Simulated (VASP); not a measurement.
## Cu: single point with PBE

Cu:

```
Cu
1.0
     0.00000    1.78307    1.78307
     1.78307    0.00000    1.78307
     1.78307    1.78307    0.00000
Cu
1
Cartesian
  0.0000 0.0000 0.0000
```

This cell differs from its parent crystal: volume scaled by 0.96.

* Program: VASP 6.6.1
* Task: single point
* Functional: PBE
* Potentials or basis: VASP PAW PBE potentials, release 64 (Cu)
* Cutoff: 520 eV
* k mesh: 19 × 19 × 19
* Occupations: fermi-dirac, width 0.08 eV
* Spin: no spin polarisation

```
Pressure : 9.0 GPa
```

Levels at points of the mesh, in eV from the Fermi level:
```
           k point  band 4  band 5  band 6  band 7  band 8  band 9
(0.00, 0.00, 0.00)   -3.21   -2.34   -2.34   22.87   25.83   25.83
```

Run time: 20 s on 1 thread of Intel(R) Xeon(R) 6975P-C (Granite Rapids) (shared host), peak memory 0.14 GiB.
